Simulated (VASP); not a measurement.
# Sn2Sb2Te (P6/mmm) in VASP: a series of runs, part 2 of 2

VASP 6.6.1.

## 3. Single point, PBE

This run uses another cell than the first one, of 33.38 Å³/atom.

Contents of INCAR:

```
SYSTEM = Sn2Sb2Te
  ALGO = Normal
  EDIFF = 1E-6
  ENCUT = 520
  GGA = PE
  ISIF = 2
  ISMEAR = 0
  LASPH = .True.
  LCHARG = .True.
  LELF = .True.
  LREAL = .False.
  LVHAR = .True.
  LWAVE = .False.
  NBANDS = 30
  NELM = 80
  PREC = Accurate
  SIGMA = 0.1
```

Contents of KPOINTS:

```
k-points
0
Gamma
  3 3 4
  0 0 0
```

Contents of POSCAR:

```
Sn2Sb2Te
1.0
    5.5287137448     -0.0000000027      0.0000000000
   -2.7643568700      4.7880065547      0.0000000000
    0.0000000000      0.0000000000      6.3049654002
Sn Sb Te
2 2 1
Direct
    0.3333333333      0.6666666667      0.5000000000
    0.6666666667      0.3333333333      0.5000000000
    0.3333333333      0.6666666667      0.0000000000
    0.6666666667      0.3333333333      0.0000000000
    0.0000000000      0.0000000000      0.5000000000
```

Potentials or basis: VASP PAW PBE potentials, release 64 (Sn_d, Sb, Te).

On the command line:

```
cat potpaw_PBE.64/Sn_d/POTCAR potpaw_PBE.64/Sb/POTCAR potpaw_PBE.64/Te/POTCAR > POTCAR
mpirun -np 1 vasp_std > vasp.out
```

OUTCAR:

```text
SYSTEM = Sn2Sb2Te
   EDIFF = 1E-6
   ENCUT = 520
   GGA = PE
   ISIF = 2
   ISMEAR = 0
   LASPH = .True.
   LREAL = .False.
   NELM = 80
   PREC = Accurate

 ion  position               nearest neighbor table
   1  0.333  0.667  0.500-   3 3.15   3 3.15   5 3.19   2 3.19   2 3.19   5 3.19   5 3.19   2 3.19

   2  0.667  0.333  0.500-   4 3.15   4 3.15   5 3.19   1 3.19   1 3.19   5 3.19   5 3.19   1 3.19

   3  0.333  0.667  0.000-   1 3.15   1 3.15   4 3.19   4 3.19   4 3.19
   4  0.667  0.333  0.000-   2 3.15   2 3.15   3 3.19   3 3.19   3 3.19
   5  0.000  0.000  0.500-   1 3.19   2 3.19   2 3.19   1 3.19   2 3.19   1 3.19

  LATTYP: Found a hexagonal cell.
 ALAT       =     5.5287137448
 C/A-ratio  =     1.1404036619

  Lattice vectors:

 A1 = (   5.5287137448,  -0.0000000027,   0.0000000000)
 A2 = (  -2.7643568700,   4.7880065547,   0.0000000000)
 A3 = (   0.0000000000,   0.0000000000,   6.3049654002)

Analysis of symmetry for initial positions (statically):
=====================================================================
 Subroutine PRICEL returns:
 Original cell was already a primitive cell.

 Routine SETGRP: Setting up the symmetry group for a
 hexagonal supercell.

 Subroutine GETGRP returns: Found 24 space group operations
 (whereof 24 operations were pure point group operations)
 out of a pool of 24 trial point group operations.

The static configuration has the point symmetry D_6h.

Analysis of symmetry for dynamics (positions and initial velocities):
=====================================================================
 Subroutine PRICEL returns:
 Original cell was already a primitive cell.

 Routine SETGRP: Setting up the symmetry group for a
 hexagonal supercell.

 Subroutine GETGRP returns: Found 24 space group operations
 (whereof 24 operations were pure point group operations)
 out of a pool of 24 trial point group operations.

The dynamic configuration has the point symmetry D_6h.

 Subroutine INISYM returns: Found 24 space group operations
 (whereof 24 operations are pure point group operations),
 and found     1 'primitive' translations

----------------------------------------------------------------------------------------

                                     Primitive cell

  volume of cell :     166.9020

  direct lattice vectors                    reciprocal lattice vectors
     5.528713745 -0.000000003  0.000000000     0.180873897  0.104427593  0.000000000
    -2.764356870  4.788006555  0.000000000     0.000000000  0.208855186  0.000000000
     0.000000000  0.000000000  6.304965400     0.000000000  0.000000000  0.158605153

  length of vectors
     5.528713745  5.528713745  6.304965400     0.208855186  0.208855186  0.158605153

  position of ions in fractional coordinates (direct lattice)
     0.333333333  0.666666667  0.500000000
     0.666666667  0.333333333  0.500000000
     0.333333333  0.666666667  0.000000000
     0.666666667  0.333333333  0.000000000
     0.000000000  0.000000000  0.500000000

  ion indices of the primitive-cell ions
   primitive index   ion index
                 1           1
                 2           2
                 3           3
                 4           4
                 5           5

----------------------------------------------------------------------------------------
[... 29 lines left out ...]
  0.333333  0.333333  0.000000      2.000000
  0.000000  0.000000  0.250000      2.000000
  0.333333  0.000000  0.250000     12.000000
  0.333333  0.333333  0.250000      4.000000
  0.000000  0.000000  0.500000      1.000000
  0.333333  0.000000  0.500000      6.000000
  0.333333  0.333333  0.500000      2.000000
   k-points           NKPTS =      9   k-points in BZ     NKDIM =      9   number of bands    NBANDS=     30
   number of dos      NEDOS =    301   number of ions     NIONS =      5
   total plane-waves  NPLWV =  84672
   dimension x,y,z NGX =    42 NGY =   42 NGZ =   48
   dimension x,y,z NGXF=    84 NGYF=   84 NGZF=   96
   ions per type =               2   2   1
   NGX,Y,Z   is equivalent  to a cutoff of  12.63, 12.63, 12.66 a.u.
   NGXF,Y,Z  is equivalent  to a cutoff of  25.26, 25.26, 25.31 a.u.
 SYSTEM =  Sn2Sb2Te
   PREC   = accura    normal or accurate (medium, high low for compatibility)
   ISTART =      0    job   : 0-new  1-cont  2-samecut
   ICHARG =      2    charge: 1-file 2-atom 10-const
   ISPIN  =      1    spin polarized calculation?
   LNONCOLLINEAR =      F non collinear calculations
   LSORBIT =      F    spin-orbit coupling
   LASPH  =      T    aspherical Exc in radial PAW
   ENCUT  =  520.0 eV  38.22 Ry    6.18 a.u.  10.28 10.28 11.72*2*pi/ulx,y,z
   NELM   =     80;   NELMIN=  2; NELMDL= -5     # of ELM steps
   EDIFF  = 0.1E-05   stopping-criterion for ELM
   LREAL  =      F    real-space projection
   EDIFFG = 0.1E-04   stopping-criterion for IOM
   NSW    =      0    number of steps for IOM
   IBRION =     -1    ionic relax: 0-MD 1-quasi-New 2-CG
   NFREE  =      0    steps in history (QN), initial steepest desc. (CG)
   ISIF   =      2    stress and relaxation
   ISYM   =      2    0-nonsym 1-usesym 2-fastsym
   POTIM  = 0.5000    time-step for ionic-motion
   TEBEG  =    0.0;   TEEND  =   0.0 temperature during run
   PSTRESS=    0.0 pullay stress
   NELECT =      44.0000    total number of electrons
   NUPDOWN=      -1.0000    fix difference up-down
   EMIN   =  10.00;   EMAX   =-10.00  energy-range for DOS
   EFERMI =   0.00;   METHOD = LEGACY
   ISMEAR =     0;   SIGMA  =   0.10  broadening in eV -4-tet -1-fermi 0-gaus
   EFERMI_NEDOS =   21; number of points for ismear=-14 and -15
   IALGO  =     38    algorithm
   IMIX   =      4    mixing-type and parameters
     AMIX     =   0.40;   BMIX     =  1.00
     AMIX_MAG =   1.60;   BMIX_MAG =  1.00
  volume/ion in A,a.u.               =      33.38       225.26
  Fermi-wavevector in a.u.,A,eV,Ry     =   1.049716  1.983676 14.992314  1.101904
  Thomas-Fermi vector in A             =   2.184690
   LORBIT       =      0    0 simple, 1 ext, 2 COOP (PROOUT), +10 PAW based schemes
   GGA     = PE    functional components
   LHFCALC =     F    Hartree Fock is set to
   AEXX    =    0.0000 exact exchange contribution
   IVDW    =     0    specifies the selected vdW correction
   LEPSILON=     F    determine dielectric tensor
   LRPA    =     F    only Hartree local field effects (RPA)
 non-spin polarized calculation
 Gauss-broadening in eV      SIGMA  =   0.10
  energy-cutoff  :      520.00
  volume of cell :      166.90
 maximum number of plane-waves:      4529
 NGX is ok and might be reduce to    42
   NGX = 21   NGY = 21   NGZ = 23

 number of electron      44.0000013 magnetization

 Free energy of the ion-electron system (eV)
  ---------------------------------------------------
  ext. energy  EPLUGINS =         0.00000000
  ---------------------------------------------------
  free energy    TOTEN  =       -18.65115285 eV

  energy without entropy =      -18.64499137  energy(sigma->0) =      -18.64807211

 E-fermi :   5.9685     XC(G=0):  -9.1196

 val. band max:        5.9049641587   @ k =   0.3333   0.3333   0.5000
 cond. band min:       6.1691987497   @ k =   0.3333   0.3333   0.2500
 fundamental gap:      0.2642345909
 Fermi energy:         5.9685215315

 k-point     1 :       0.0000    0.0000    0.0000
  band No.  band energies     occupation
      1     -15.7627      2.00000
      2     -15.7627      2.00000
      3     -15.7408      2.00000
      4     -15.7040      2.00000
      5     -15.7040      2.00000
      6     -15.6953      2.00000
[... 286 lines left out ...]
     29       9.8357      0.00000
     30      10.9687      0.00000

------------------------ aborting loop because EDIFF is reached ----------------------------------------

  FORCE on cell =-STRESS in cart. coord.  units (eV):
  Direction    XX          YY          ZZ          XY          YZ          ZX
  --------------------------------------------------------------------------------------
  -------------------------------------------------------------------------------------
  Total       -0.0501218     -0.0501218      0.1726594     -0.0000000      0.0000000      0.0000000
  in kB       -0.4811443     -0.4811443      1.6574457     -0.0000000      0.0000000      0.0000000
  external PRESSURE =       0.2317190 kB  Pullay stress =       0.0000000 kB

 VOLUME and BASIS-vectors are now :
 -----------------------------------------------------------------------------
  energy-cutoff  :      520.00
  volume of cell :      166.90
      direct lattice vectors                 reciprocal lattice vectors
     5.528713745 -0.000000003  0.000000000     0.180873897  0.104427593  0.000000000
    -2.764356870  4.788006555  0.000000000     0.000000000  0.208855186  0.000000000
     0.000000000  0.000000000  6.304965400     0.000000000  0.000000000  0.158605153

 POSITION                                       TOTAL-FORCE (eV/Angst)
 -----------------------------------------------------------------------------------
      0.00000      3.19200      3.15248        -0.000000      0.000000      0.000000
      2.76436      1.59600      3.15248         0.000000     -0.000000      0.000000
      0.00000      3.19200      0.00000         0.000000      0.000000      0.000000
      2.76436      1.59600      0.00000        -0.000000     -0.000000      0.000000
      0.00000      0.00000      3.15248         0.000000      0.000000      0.000000
 -----------------------------------------------------------------------------------
    total drift:                                0.000000      0.000000     -0.000000

  FREE ENERGIE OF THE ION-ELECTRON SYSTEM (eV)
  ---------------------------------------------------
  free  energy   TOTEN  =       -18.6511528541 eV

  energy  without entropy=      -18.6449913691  energy(sigma->0) =      -18.64807211
```

OSZICAR:

```text
N       E                     dE             d eps       ncg     rms          rms(c)
DAV:   1     0.373245491822E+03    0.37325E+03   -0.19643E+04   546   0.157E+03
DAV:   2     0.282983662869E+02   -0.34495E+03   -0.33678E+03   554   0.423E+02
DAV:   3    -0.165271562399E+02   -0.44826E+02   -0.43335E+02   640   0.142E+02
DAV:   4    -0.186630525197E+02   -0.21359E+01   -0.21240E+01   618   0.331E+01
DAV:   5    -0.187319626273E+02   -0.68910E-01   -0.68897E-01   742   0.638E+00    0.685E+00
DAV:   6    -0.186573767479E+02    0.74586E-01   -0.14859E-01   682   0.236E+00    0.437E+00
DAV:   7    -0.186525106864E+02    0.48661E-02   -0.11787E-01   666   0.179E+00    0.355E-01
DAV:   8    -0.186506774104E+02    0.18333E-02   -0.18123E-02   624   0.846E-01    0.371E-01
DAV:   9    -0.186510398249E+02   -0.36241E-03   -0.18589E-03   678   0.198E-01    0.108E-01
DAV:  10    -0.186511304157E+02   -0.90591E-04   -0.15292E-04   608   0.752E-02    0.589E-02
DAV:  11    -0.186511485942E+02   -0.18178E-04   -0.38017E-05   670   0.367E-02    0.289E-02
DAV:  12    -0.186511526569E+02   -0.40627E-05   -0.96129E-06   552   0.138E-02    0.464E-03
DAV:  13    -0.186511528541E+02   -0.19728E-06   -0.20617E-06   500   0.601E-03
   1 F= -.18651153E+02 E0= -.18648072E+02  d E =-.616149E-02
```

stdout:

```text
POSCAR found type information on POSCAR SnSbTe
 POSCAR found :  3 types and       5 ions
 scaLAPACK will be used
 LDA part: xc-table for (Slater+PW92), standard interpolation
 POSCAR, INCAR and KPOINTS ok, starting setup
 FFT: planning ... GRIDC
 FFT: planning ... GRID_SOFT
 FFT: planning ... GRID
 WAVECAR not read
 entering main loop
```

Wall time 35 s (1 thread of Intel Xeon 6975P-C (Granite Rapids), shared host); peak memory 0.3 GiB.

Results:

* Free energy: -18.6512 eV
* Pressure: 0.0 GPa
* Band gap on the k mesh: zero (bands 22 and 23 overlap by 1.45 eV)

Caveat: the k points lie up to 0.44 Å⁻¹ apart, too coarse for converged energies and pressures of a metal; spin-orbit coupling is left out, which moves the levels of the heavy elements.

The gap in the log of VASP goes by the Fermi energy; the results here count the filled bands.